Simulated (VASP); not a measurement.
A run of VASP 6.6.1:

INCAR

```
SYSTEM = Al4N3
PREC = Accurate
ENCUT = 520
EDIFF = 1E-6
ISMEAR = 0
SIGMA = 0.01
LREAL = .FALSE.
LASPH = .TRUE.
NELM = 60
ALGO = Normal
ISIF = 2
LWAVE = .FALSE.
LCHARG = .FALSE.
GGA = PE
IBRION = 2
NSW = 65
EDIFFG = -0.025
NELECT = 26.0
```

File KPOINTS:

```
regular mesh
0
G
  3 3 3
  0 0 0
```

POSCAR

```
Al4N3
1.0
    0.0000000000     -4.4031742015      0.0000000000
    0.0000000000      0.0000000000     -4.4031742015
    4.4031742015      0.0000000000      0.0000000000
Al N
4 3
Direct
   -0.0033696746     -0.0033696746     -0.0033696746
    0.5033696746     -0.0033696746      0.5033696746
   -0.0033696746      0.5033696746      0.5033696746
    0.5033696746      0.5033696746     -0.0033696746
    0.2500000000      0.7500000000      0.2500000000
    0.7500000000      0.2500000000      0.2500000000
    0.2500000000      0.2500000000      0.7500000000
```

Potentials or basis: VASP PAW PBE potentials, release 64 (Al, N).

The run is started by

```sh
$ cat potpaw_PBE.64/Al/POTCAR potpaw_PBE.64/N/POTCAR > POTCAR
$ mpirun -np 1 vasp_std > vasp.out
```

Hardware: 1 thread of Intel(R) Xeon(R) Platinum 8488C (Sapphire Rapids) (shared host).

Problem. Estimate the wall time of this run.

Solution. Run time: 19 s on 1 thread of Intel(R) Xeon(R) Platinum 8488C (Sapphire Rapids) (shared host), peak memory 0.19 GiB. Counts: scf iterations 26, k points 4, ion steps 3.
